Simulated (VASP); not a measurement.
# Rh (P6_3/mmc) in VASP: a series of runs, part 3 of 3

VASP 6.6.1.

**5. Single point, r2SCAN (uniaxial strain along c: -2.0 %, then relaxed in part)**

The input, POSCAR:

```
Rh
1.0
    2.7200186965      0.0000000000      0.0000000000
   -1.3600093483      2.3556052900      0.0000000000
    0.0000000000      0.0000000000      4.2616448766
Rh
2
Direct
    0.6666666658      0.3333333342      0.7500000000
    0.3333333342      0.6666666658      0.2500000000
```

The input, INCAR.step1:

```
SYSTEM = Rh
PREC     = Accurate       ! precision mode
ENCUT    = 520            ! plane-wave cutoff, eV
ISMEAR   = 0              ! smearing method
SIGMA    = 0.1            ! smearing width, eV
LREAL    = .False.        ! projectors in reciprocal space
LASPH    = .True.         ! aspherical terms in the spheres
NELM     = 60             ! most SCF steps
NBANDS   = 22             ! bands
GGA      = PE             ! functional
ALGO     = Normal         ! electronic algorithm
EDIFF    = 1E-4           ! SCF threshold, eV
LWAVE    = .True.         ! write WAVECAR
LCHARG   = .False.        ! write CHGCAR
```

The input, INCAR.step2:

```
SYSTEM = Rh
PREC     = Accurate       ! precision mode
ENCUT    = 520            ! plane-wave cutoff, eV
EDIFF    = 1E-6           ! SCF threshold, eV
ISMEAR   = 0              ! smearing method
SIGMA    = 0.1            ! smearing width, eV
LREAL    = .False.        ! projectors in reciprocal space
LASPH    = .True.         ! aspherical terms in the spheres
NELM     = 60             ! most SCF steps
ALGO     = Normal         ! electronic algorithm
ISIF     = 2              ! what is computed and relaxed
LWAVE    = .False.        ! write WAVECAR
LCHARG   = .False.        ! write CHGCAR
METAGGA  = R2SCAN         ! meta-GGA
LMIXTAU  = .True.       
NBANDS   = 22             ! bands
ISTART   = 1
```

The input, KPOINTS:

```
regular mesh
0
Gamma
  24 24 12
  0 0 0
```

Launch:

```
> cat potpaw_PBE.64/Rh_pv/POTCAR > POTCAR
> cp INCAR.step1 INCAR
> mpirun -np 1 vasp_std > vasp.out
> cp INCAR.step2 INCAR
> mpirun -np 1 vasp_std > vasp.out
```

Run time: 4 min. Hardware: 1 thread of Intel Xeon 6975P-C (Granite Rapids), shared host; peak memory 0.3 GiB.

Results (log left out):

```
Free energy            : -48.1737 eV
Pressure               : 4.0 GPa
Band gap on the k mesh : zero (bands 15 and 16 overlap by 2.45 eV)
```

Stress tensor (GPa, compression positive):
```
1.20 0.00 0.00
0.00 1.20 0.00
0.00 0.00 9.64
```

Levels at points of the mesh, in eV from the Fermi level:
```tsv
k point	band 12	band 13	band 14	band 15	band 16	band 17	band 18	band 19
(0.00, 0.00, 0.00)	-2.61	-2.61	-2.27	-2.27	0.11	0.11	1.20	9.61
(0.50, 0.00, 0.00)	-2.34	-2.22	0.26	0.64	0.74	3.12	5.33	11.02
(0.00, 0.00, 0.50)	-3.42	-3.22	-3.22	-0.47	-0.47	-0.47	-0.47	15.73
(0.50, 0.00, 0.50)	-1.90	-0.34	-0.34	0.50	0.50	2.83	2.83	9.80
```

Caveat: the cell differs from its parent crystal (uniaxial strain along c: -2.0 %, then relaxed in part); the cell stands under pressure; the PAW data sets were made with another functional, which shifts forces and pressure a little.

**6. Single point, r2SCAN (uniaxial strain along c: +2.0 %, then relaxed in part)**

The input, POSCAR:

```
Rh
1.0
    2.6868858964      0.0000000000      0.0000000000
   -1.3434429482      2.3269114433      0.0000000000
    0.0000000000      0.0000000000      4.4355895655
Rh
2
Direct
    0.6666666760      0.3333333240      0.7500000000
    0.3333333240      0.6666666760      0.2500000000
```

The input, INCAR.step1:

```
PREC = Accurate
ENCUT = 520
ISMEAR = 0
SIGMA = 0.1
LREAL = False
LASPH = True
NELM = 100
NBANDS = 22
GGA = PE
ALGO = Normal
EDIFF = 1E-4
LWAVE = True
LCHARG = False
```

The input, INCAR.step2:

```
PREC = Accurate
ENCUT = 520
EDIFF = 1E-6
ISMEAR = 0
SIGMA = 0.1
LREAL = False
LASPH = True
NELM = 100
ALGO = Normal
ISIF = 2
LWAVE = False
LCHARG = True
METAGGA = R2SCAN
LMIXTAU = True
LELF = True
LVHAR = True
NBANDS = 22
ISTART = 1
```

The input, KPOINTS:

```
regular mesh
0
Gamma
  24 24 12
```

Potentials or basis: VASP PAW PBE potentials, release 64 (Rh_pv).

Launch:

```
> cat potpaw_PBE.64/Rh_pv/POTCAR > POTCAR
> cp INCAR.step1 INCAR
> mpirun -np 1 vasp_std > vasp.out
> cp INCAR.step2 INCAR
> mpirun -np 1 vasp_std > vasp.out
```

It took 5.5 min on 1 thread of Intel Xeon 6975P-C (Granite Rapids), shared host; peak memory 0.31 GiB.

It converged, with:

```yaml
Free_energy: -48.1835 eV
Pressure: -0.8 GPa
Band_gap_on_the_k_mesh: zero (bands 15 and 16 overlap by 2.53 eV)
```

Stress tensor (GPa, compression positive):
```
 1.20  0.00  0.00
 0.00  1.20  0.00
 0.00  0.00 -4.90
```

Levels at points of the mesh, in eV from the Fermi level:
| k point | band 13 | band 14 | band 15 | band 16 | band 17 | band 18 |
| --- | --- | --- | --- | --- | --- | --- |
| (0.00, 0.00, 0.00) | -2.61 | -1.82 | -1.82 | 0.15 | 0.15 | 0.69 |
| (0.50, 0.00, 0.00) | -2.07 | 0.54 | 0.57 | 0.82 | 3.24 | 5.46 |
| (0.00, 0.00, 0.50) | -3.17 | -3.17 | -0.45 | -0.45 | -0.45 | -0.45 |
| (0.50, 0.00, 0.50) | -0.27 | -0.27 | 0.71 | 0.71 | 2.89 | 2.89 |

Caveat: the cell differs from its parent crystal (uniaxial strain along c: +2.0 %, then relaxed in part); the PAW data sets were made with another functional, which shifts forces and pressure a little.

**7. Summary**

| task | cell | k mesh | cutoff (eV) | gap on the mesh (eV) | pressure (GPa) |
| --- | --- | --- | --- | --- | --- |
| single point | a = 2.758, b = 2.758, c = 4.296 Å, angles 90.0, 90.0, 120.0°, 2 atoms | 24 × 24 × 12 | 520 | none | -5.6 |
| single point | a = 2.812, b = 2.812, c = 4.211 Å, angles 90.0, 90.0, 120.0°, 2 atoms | 24 × 24 × 12 | 520 | none | -8.7 |
| relaxation of cell and atoms | relaxed from a = 2.731, b = 2.731, c = 4.428 Å, angles 90.0, 90.0, 120.0°, 2 atoms | 12 × 12 × 4 | 600 | none | 0.0 |
| single point | a = 2.720, b = 2.720, c = 4.262 Å, angles 90.0, 90.0, 120.0°, 2 atoms | 24 × 24 × 12 | 520 | none | 4.0 |
| single point | a = 2.687, b = 2.687, c = 4.436 Å, angles 90.0, 90.0, 120.0°, 2 atoms | 24 × 24 × 12 | 520 | none | -0.8 |

Alike in all rows: level r2SCAN; potentials or basis VASP PAW PBE potentials, release 64 (Rh_pv); no spin polarisation; smearing gaussian 0.1 eV.

Caveats: the PAW data sets were made with another functional, which shifts forces and pressure a little; the cell stands under tension (at least some runs); the cell stands under pressure (at least some runs).

Total energies depend on the potentials used, so only differences within one code and one set of settings carry meaning.
